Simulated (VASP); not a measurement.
A run of VASP 6.6.1 is set up as follows.

INCAR

```
SYSTEM = SiO2
PREC = Accurate
ENCUT = 520
EDIFF = 1E-8
ISMEAR = -1
SIGMA = 0.03
LREAL = .False.
LASPH = .True.
NELM = 100
ALGO = Normal
ISIF = 2
LWAVE = .False.
LCHARG = .False.
GGA = PS
LEFG = .True.
NBANDS = 25
```

File KPOINTS:

```
regular mesh
0
Gamma
  6 6 9
  0 0 0
```

Contents of POSCAR:

```
SiO2
1.0
    4.1520447923      0.0000000000      0.0000000000
    0.0000000000      4.1520447923      0.0000000000
    0.0000000000      0.0000000000      2.6498947625
Si O
2 4
Direct
    0.0000000000      0.0000000000      0.0000000000
    0.5000000000      0.5000000000      0.5000000000
    0.3067000000      0.3067000000      0.0000000000
    0.1933000000      0.8067000000      0.5000000000
    0.6933000000      0.6933000000      0.0000000000
    0.8067000000      0.1933000000      0.5000000000
```

Potentials or basis: VASP PAW PBE potentials, release 64 (Si, O).

The run is started by

```bash
$ cat potpaw_PBE.64/Si/POTCAR potpaw_PBE.64/O/POTCAR > POTCAR
$ mpirun -np 1 vasp_std > vasp.out
```

Q: What does it give for the band gap on the k mesh?

A: 5.95 eV, direct.

Q: Predict the largest force.

A: 0.386 eV/Å.

Q: What does it give for the pressure?

A: 11.8 GPa.

Stress tensor (GPa, compression positive):
```
10.69  0.00  0.00
 0.00 10.69  0.00
 0.00  0.00 13.89
```

Caveat: without QUAD_EFG the Cq values of the log hold for a quadrupole moment of 1 mb, not for the nuclei; the PAW data sets were made with another functional, which shifts forces and pressure a little. A k mesh can miss the band edges.
